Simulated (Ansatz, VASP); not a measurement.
Ba: VASP and Ansatz over several settings

```
CELL_PARAMETERS angstrom
-2.50650 2.50650 2.50650
2.50650 -2.50650 2.50650
2.50650 2.50650 -2.50650
ATOMIC_POSITIONS crystal
Ba 0.00000 0.00000 0.00000
```

Single points on this cell with VASP 6.6.1 and Ansatz 0.2.0. Each row is one pair of runs. Alike in all rows: spin: off; k mesh: 8 × 8 × 8; VASP's potentials, cutoff: VASP PAW PBE potentials, release 64 (Ba_sv), 520 eV; Ansatz's potentials, cutoff: Ansatz PAW, 420 eV.

| level | smearing | gap on the k mesh at the Fermi level (eV), VASP | gap on the k mesh at the Fermi level (eV), Ansatz | pressure (GPa), VASP | pressure (GPa), Ansatz |
| --- | --- | --- | --- | --- | --- |
| RPBE | gaussian, width 0.1 eV | none | none | 0.7 | 0.7 |
| PBEsol | gaussian, width 0.05 eV | none | none | -0.7 | -0.7 |
| PBE | gaussian, width 0.1 eV | none | none | 0.0 | 0.0 |

Pressure (GPa): the two programs differ by at most 0.06.

A gap of «none» marks a metal or a gap that the smearing closes.

Neither program's run includes spin-orbit coupling.
